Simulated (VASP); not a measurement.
Input of a VASP 6.6.1 run:

Contents of INCAR:

```
PREC     = Accurate       # precision mode
ENCUT    = 600            # plane-wave cutoff, eV
EDIFF    = 1E-6           # SCF threshold, eV
ISMEAR   = 0              # smearing method
SIGMA    = 0.1            # smearing width, eV
LREAL    = False          # projectors in reciprocal space
LASPH    = True           # aspherical terms in the spheres
NELM     = 100            # most SCF steps
ALGO     = Normal         # electronic algorithm
ISIF     = 3              # what is computed and relaxed
LWAVE    = False          # write WAVECAR
LCHARG   = False          # write CHGCAR
GGA      = PE             # functional
IBRION   = 2              # ionic algorithm
NSW      = 100            # ionic steps
EDIFFG   = -0.01          # ionic threshold
```

Contents of KPOINTS:

```
regular mesh
0
Gamma
  12 12 16
```

File POSCAR:

```
LiAl2
1.0
    4.5039523029      0.0000000000      0.0000000000
   -2.2519761515      3.9005371118      0.0000000000
    0.0000000000      0.0000000000      3.0482252067
Li Al
1 2
Direct
    0.0000000000      0.0000000000      0.0000000000
    0.3333333333      0.6666666667      0.5000000000
    0.6666666667      0.3333333333      0.5000000000
```

Potentials or basis: VASP PAW PBE potentials, release 64 (Li_sv, Al).

Command:

```sh
$ cat potpaw_PBE.64/Li_sv/POTCAR potpaw_PBE.64/Al/POTCAR > POTCAR
$ mpirun -np 1 vasp_std > vasp.out
```

(1) What does it give for the relaxed volume?

(2) Estimate the space group after relaxing (to 0.1 Å).

## Answers

(1) 17.64 Å³/atom.

(2) P6/mmm (No. 191).

Caveat: the cutoff is under 1.25 times the usual one of these potentials, so pressure, stress and relaxed cells hold a basis-set (Pulay) error.
